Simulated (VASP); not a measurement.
## Mo: single point with PBE

The system is Mo.

```xyz
1
Lattice="0.0000 2.0282 2.0282 2.0282 0.0000 2.0282 2.0282 2.0282 0.0000" Properties=species:S:1:pos:R:3 pbc="T T T"
Mo    0.0000    0.0000    0.0000
```

This isn't the form of Mo at room conditions, which is bcc.

```json
{"Program": "VASP 6.6.1", "Task": "single point", "Functional": "PBE", "Potentials or basis": "VASP PAW PBE potentials, release 64 (Mo_sv)", "Cutoff": "500 eV", "k mesh": "47 × 47 × 47", "Occupations": "fermi-dirac, width 0.0612256 eV", "Spin": "no spin polarisation"}
```

```
Pressure               : -8.4 GPa
Band gap on the k mesh : zero (bands 7 and 8 overlap by 4.41 eV)
```

Levels at points of the mesh, in eV from the Fermi level:
| k point | band 4 | band 5 | band 6 | band 7 | band 8 | band 9 | band 10 | band 11 |
| --- | --- | --- | --- | --- | --- | --- | --- | --- |
| (0.00, 0.00, 0.00) | -34.16 | -6.61 | -0.65 | -0.65 | -0.65 | 1.87 | 1.87 | 13.07 |

Wall time 12 min on 1 thread of Oxide Virtual Turin-like Processor (shared host), peak memory 0.54 GiB.

Caveat: the cell stands under tension.
